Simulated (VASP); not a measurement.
A run of VASP 6.6.1 is set up as follows.

File POSCAR:

```
GaAs
1.0
    0.0000000000      2.8332036537      2.8898677268
    2.8332036537      0.0000000000      2.8898677268
    2.8332036537      2.8332036537      0.0000000000
Ga As
1 1
Direct
    0.0000000000      0.0000000000      0.0000000000
    0.7500000000      0.7500000000      0.7500000000
```

The input INCAR.step1:

```
SYSTEM = GaAs
PREC = Accurate
ENCUT = 520
ISMEAR = 0
SIGMA = 0.05
LREAL = .FALSE.
LASPH = .TRUE.
NELM = 100
NBANDS = 16
GGA = PE
ALGO = Normal
EDIFF = 1E-4
LWAVE = .TRUE.
LCHARG = .FALSE.
```

The input INCAR.step2:

```
SYSTEM = GaAs
PREC = Accurate
ENCUT = 520
EDIFF = 1E-6
ISMEAR = 0
SIGMA = 0.05
LREAL = .FALSE.
LASPH = .TRUE.
NELM = 100
ALGO = Normal
ISIF = 2
LWAVE = .FALSE.
LCHARG = .TRUE.
METAGGA = R2SCAN
LMIXTAU = .TRUE.
LELF = .TRUE.
LVHAR = .TRUE.
NBANDS = 16
ISTART = 1
```

The input KPOINTS:

```
regular mesh
0
G
  8 8 8
  0 0 0
```

Potentials or basis: VASP PAW PBE potentials, release 64 (Ga_d, As).

Run with:

```bash
$ cat potpaw_PBE.64/Ga_d/POTCAR potpaw_PBE.64/As/POTCAR > POTCAR
$ cp INCAR.step1 INCAR
$ mpirun -np 1 vasp_std > vasp.out
$ cp INCAR.step2 INCAR
$ mpirun -np 1 vasp_std > vasp.out
```

Problem. Predict the pressure.

Solution. -1.3 GPa.

Problem. What does it give for the band gap on the k mesh?

Solution. 0.74 eV.

Stress tensor (GPa, compression positive):
```
-0.82  0.00  0.00
 0.00 -0.82  0.00
 0.00  0.00 -2.16
```

Caveat: the cell differs from its parent crystal (strain +0.0200 x Voigt [0, 0, 1, 0, 0, 0]); the PAW data sets were made with another functional, which shifts forces and pressure a little. A k mesh can miss the band edges.
